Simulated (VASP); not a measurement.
Tc:

```
CELL_PARAMETERS angstrom
0.00000 1.95000 1.95000
1.95000 0.00000 1.95000
1.95000 1.95000 0.00000
ATOMIC_POSITIONS crystal
Tc 0.00000 0.00000 0.00000
```

- Program: VASP 6.6.1
- Task: relaxation of cell and atoms
- Functional: LDA
- Potentials or basis: VASP PAW LDA potentials, release 64 (Tc_pv)
- Cutoff: 600 eV
- k mesh: 12 × 12 × 12
- Occupations: fermi-dirac, width 0.05 eV
- Spin: no spin polarisation

At the start: pressure -20.1 GPa; volume 14.83 Å³/atom.

Problem. Where does the relaxation end?

Solution. Over 5 steps the energy falls by 65.8 meV/atom and the volume is 13.84 Å³/atom (-6.6 %); space group Fm-3m (No. 225, to 0.05 Å).

Step by step:
| step | energy change (eV) | largest force (eV/Å) | pressure (GPa) | volume (Å³) |
| --- | --- | --- | --- | --- |
| 1 | 0.0000 | 0.0000 | -20.07 | 14.83 |
| 2 | 0.7259 | 0.0000 | 115.35 | 11.19 |
| 3 | -0.0652 | 0.0000 | -2.11 | 13.93 |
| 4 | -0.0658 | 0.0000 | -0.52 | 13.87 |
| 5 | -0.0658 | 0.0000 | -0.05 | 13.84 |

Final structure:
```
CELL_PARAMETERS angstrom
0.00000 1.90582 1.90582
1.90582 0.00000 1.90582
1.90582 1.90582 0.00000
ATOMIC_POSITIONS crystal
Tc 0.00000 0.00000 0.00000
```
